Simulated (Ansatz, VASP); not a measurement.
Given: the input of a run of Ansatz 0.2.0 on PbS.

The input input.yaml:

```yaml
crystal:
  lattice:
    - [0.0, 2.96575, 2.96575]
    - [2.96575, 0.0, 2.96575]
    - [2.96575, 2.96575, 0.0]
  atoms:
    - { symbol: Pb, position: [0.0, 0.0, 0.0] }
    - { symbol: S, position: [0.5, 0.5, 0.5] }
kpoints:
  mp_grid: { grid: [8, 8, 8] }
scf:
  occupations: { method: gaussian, width: 0.016 }
hamiltonian:
  xc: pbe
  pseudopotentials: { kind: all_electron, lapw: { basis_error: 0.001 } }
output:
  forces: true
  stress: true
  eigenvalues: true
```

Potentials or basis: all-electron LAPW, scalar-relativistic.

Command:

```sh
$ ansatz run input.yaml --threads 1 --pin off --max-ram 3072MiB --backend cpu --events-out ev --progress --plain --runs-dir out
```

Question: Set up the same calculation for VASP 6.6.1. Potentials there: VASP PAW PBE potentials, release 64 (Pb_d, S).

Answer: As run (the cutoff follows the program's own potentials):

File INCAR:

```
SYSTEM = PbS
ALGO     = Normal         ! electronic algorithm
EDIFF    = 1E-6           ! SCF threshold, eV
ENCUT    = 520            ! plane-wave cutoff, eV
GGA      = PE             ! functional
ISIF     = 2              ! what is computed and relaxed
ISMEAR   = 0              ! smearing method
LASPH    = .TRUE.         ! aspherical terms in the spheres
LCHARG   = .FALSE.        ! write CHGCAR
LREAL    = .FALSE.        ! projectors in reciprocal space
LWAVE    = .FALSE.        ! write WAVECAR
NBANDS   = 17             ! bands
NELM     = 60             ! most SCF steps
PREC     = Accurate       ! precision mode
SIGMA    = 0.016          ! smearing width, eV
```

KPOINTS

```
k-points
0
G
  8 8 8
  0 0 0
```

POSCAR

```
PbS
1.0
    0.0000000000      2.9657500000      2.9657500000
    2.9657500000      0.0000000000      2.9657500000
    2.9657500000      2.9657500000      0.0000000000
Pb S
1 1
Direct
    0.0000000000      0.0000000000      0.0000000000
    0.5000000000      0.5000000000      0.5000000000
```

Potentials or basis: VASP PAW PBE potentials, release 64 (Pb_d, S).

Launch:

```sh
$ cat potpaw_PBE.64/Pb_d/POTCAR potpaw_PBE.64/S/POTCAR > POTCAR
$ mpirun -np 1 vasp_std > vasp.out
```

Both were run:

|  | VASP | Ansatz | Ansatz less VASP |
| --- | --- | --- | --- |
| gap on the k mesh at the Fermi level (eV) | 0.36 | 0.36 | -0.008 |
| least direct gap on the mesh (eV) | 0.36 | 0.36 | -0.008 |
| pressure (GPa) | 2.1 | 2.2 | +0.10 |

Ansatz ran all-electron here, and VASP with PAW potentials.

Neither program's run includes spin-orbit coupling.
